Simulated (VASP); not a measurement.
Wanted: the native input for a VASP 6.6.1 run.

| Item | Value |
| --- | --- |
| Task | single point |
| Functional | PBEsol |
| Potentials or basis | VASP PAW PBE potentials, release 64 (Ga_d, As) |
| Cutoff | 520 eV |
| k mesh | 8 × 8 × 8 |
| Occupations | fermi-dirac, width 0.02 eV |
| Spin | no spin polarisation |
| Dipole correction | no |
| Further INCAR settings | ALGO = Normal; EDIFF = 1e-06; NBANDS = 16 |

The structure of GaAs lies in POSCAR:

```
GaAs
1.0
    0.0000000000      2.8287418847      2.8287418847
    2.8287418847      0.0000000000      2.8287418847
    2.8287418847      2.8287418847      0.0000000000
Ga As
1 1
Direct
    0.0000000000      0.0000000000      0.0000000000
    0.2500000000      0.2500000000      0.2500000000
```

The input as run:

INCAR

```
  PREC = Accurate
  ENCUT = 520
  EDIFF = 1E-6
  ISMEAR = -1
  SIGMA = 0.02
  LREAL = False
  LASPH = True
  NELM = 80
  ALGO = Normal
  ISIF = 2
  LWAVE = False
  LCHARG = True
  GGA = PS
  LELF = True
  LVHAR = True
  NBANDS = 16
```

KPOINTS

```
regular mesh
0
Gamma
  8 8 8
```

Potentials or basis: VASP PAW PBE potentials, release 64 (Ga_d, As).

Command:

```sh
$ cat potpaw_PBE.64/Ga_d/POTCAR potpaw_PBE.64/As/POTCAR > POTCAR
$ mpirun -np 1 vasp_std > vasp.out
```

Results of the run:

```
Pressure               : 0.2 GPa
Band gap on the k mesh : 0.44 eV, direct
```

Caveat: the PAW data sets were made with another functional, which shifts forces and pressure a little.

It took 14 s on 1 thread of Intel(R) Xeon(R) 6975P-C (Granite Rapids), with other jobs on the host, peak memory 0.17 GiB.
